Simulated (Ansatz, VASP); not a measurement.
# One calculation of Zr3O, two programs

```
Zr O
1.0
     5.74075    0.00000    0.00000
    -2.87037    4.97163    0.00000
     0.00000    0.00000    5.01700
Zr O
6 2
Cartesian
  2.8704 3.2975 1.2542
  -1.4205 4.1346 3.7627
  1.4498 0.8371 1.2542
  0.0000 1.6741 3.7627
  4.2909 0.8371 1.2542
  1.4205 4.1346 3.7627
  0.0000 3.3144 1.2542
  2.8704 1.6572 3.7627
```

Alike in both runs: functional r2SCAN; k mesh 3 × 3 × 4; occupations gaussian, width 0.1 eV; no spin polarisation.

Ansatz relaxed the structure, and its values are those at the end. VASP's run is a single point on that final structure, the one shown.

```csv
,VASP,Ansatz
version,VASP 6.6.1,Ansatz 0.2.0
potentials or method,"VASP PAW PBE potentials, release 64 (Zr_sv, O), cutoff 520 eV","scalar-relativistic, plane waves, PAW"
valence electrons in the cell,84,84
```

Ansatz gave:

| Property | Result |
| --- | --- |
| gap on the k mesh at the Fermi level (eV) | none |
| pressure (GPa) | 0.0 |
| rms of the force components (eV/Å) | 0.005 |

Task: Which values does VASP return?

Result: gap on the k mesh at the Fermi level (eV): none; pressure (GPa): 0.1; rms of the force components (eV/Å): 0.000.

VASP's potentials were made for PBE, not for r2SCAN. A gap of «none» marks a metal or a gap that the smearing closes. With one functional, cell and mesh, what is left measures potentials, basis and numerics.

The k mesh is coarse, so the values compare programs but aren't converged.
